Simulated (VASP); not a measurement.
Here is a VASP 6.6.1 calculation.

INCAR

```
PREC = Accurate ; ENCUT = 520
EDIFF = 1E-7 ; ISMEAR = 0
SIGMA = 0.05 ; LREAL = False
LASPH = True ; NELM = 150
ALGO = Fast ; ISIF = 2
LWAVE = False ; LCHARG = True
ISPIN = 2 ; MAGMOM = 7.29 0
LORBIT = 11 ; LMAXMIX = 6
GGA = PE ; LELF = True
LVHAR = True ; NBANDS = 27
```

KPOINTS

```
Automatic mesh
0
Gamma
  8 8 8
```

Contents of POSCAR:

```
EuBi
1.0
    0.0000000000      3.7597685206      3.7597685206
    3.7597685206      0.0000000000      3.7597685206
    3.7597685206      3.7597685206      0.0000000000
Eu Bi
1 1
Direct
    0.0000000000      0.0000000000      0.0000000000
    0.2500000000      0.2500000000      0.2500000000
```

Potentials or basis: VASP PAW PBE potentials, release 64 (Eu, Bi_d).

Launch:

```sh
$ cat potpaw_PBE.64/Eu/POTCAR potpaw_PBE.64/Bi_d/POTCAR > POTCAR
$ mpirun -np 1 vasp_std > vasp.out
```

Predict the net moment.

6.00 μB per cell.

What does it give for the band gap on the k mesh?

Zero (filled and empty bands overlap).

Predict the site moments.

Eu +6.44; Bi -0.33 μB.

Predict the pressure.

-0.8 GPa.

Caveat: spin-orbit coupling is left out, which moves the levels of the heavy elements; semilocal functionals describe open f shells poorly, which spoils levels, moments and volumes. The state reached can hang on the start; a lower one may exist.
